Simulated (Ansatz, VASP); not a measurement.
Two plane-wave programs on ZnO

Contents of INCAR:

```
  ALGO = Normal
  EDIFF = 1E-6
  ENCUT = 910
  GGA = PS
  GGA_COMPAT = False
  ISIF = 2
  ISMEAR = 0
  LASPH = True
  LCHARG = False
  LREAL = False
  LWAVE = False
  NBANDS = 26
  NELM = 120
  PREC = Accurate
  SIGMA = 0.02
```

File KPOINTS:

```
k-points
0
Gamma
  12 12 6
```

Contents of POSCAR:

```
ZnO
1.0
    3.2304736098      0.0000000000      0.0000000000
   -1.6152368049      2.7976722123      0.0000000000
    0.0000000000      0.0000000000      4.9012310737
Zn O
2 2
Direct
    0.6666666667      0.3333333333      0.4909399271
    0.3333333333      0.6666666667     -0.0090600729
    0.6666666667      0.3333333333      0.8893700729
    0.3333333333      0.6666666667      0.3893700729
```

Input for Ansatz:

```yaml
crystal:
  lattice:
    - [3.2304736098, 0.0, 0.0]
    - [-1.6152368049, 2.7976722123, 0.0]
    - [0.0, 0.0, 4.9012310737]
  atoms:
    - { symbol: Zn, position: [0.6666666667, 0.3333333333, 0.4909399271] }
    - { symbol: Zn, position: [0.3333333333, 0.6666666667, -0.0090600729] }
    - { symbol: O, position: [0.6666666667, 0.3333333333, 0.8893700729] }
    - { symbol: O, position: [0.3333333333, 0.6666666667, 0.3893700729] }
basis:
  ecutwfc: 420
kpoints:
  mp_grid: { grid: [12, 12, 6] }
  band_path: { path: [VBM, CBM], npoints: 2 }
hamiltonian:
  xc: pbesol
scf:
  occupations: { method: gaussian, width: 0.02 }
output:
  forces: true
  stress: true
  eigenvalues: true
checkpoint:
  read: start.run
  write: ck
  compress: false
  write_wavefunctions: false
  write_every: 100000
```

Alike in both runs: task single point; functional PBEsol; k mesh 12 × 12 × 6; occupations gaussian, width 0.02 eV; no spin polarisation.

|  | VASP | Ansatz |
| --- | --- | --- |
| version | VASP 6.6.1 | Ansatz 0.2.0 |
| potentials or method | VASP PAW PBE potentials, release 64 (Zn, O_h), cutoff 910 eV | scalar-relativistic, plane waves, PAW |
| valence electrons in the cell | 36 | 36 |

Ansatz gave:

```
gap on the k mesh at the Fermi level (eV) : 0.86
least direct gap on the mesh (eV)         : 0.86
rms of the force components (eV/Å)        : 0.000
```

Problem. What did VASP give for the same quantities?

Solution. gap on the k mesh at the Fermi level (eV): 0.85; least direct gap on the mesh (eV): 0.85; rms of the force components (eV/Å): 0.005.

VASP's potentials were made for PBE, not for PBEsol. Atom by atom the forces differ by 0.005 eV/Å (rms over components).

Noted on VASP's run: the cutoff is short for stress, so the pressure is rough.
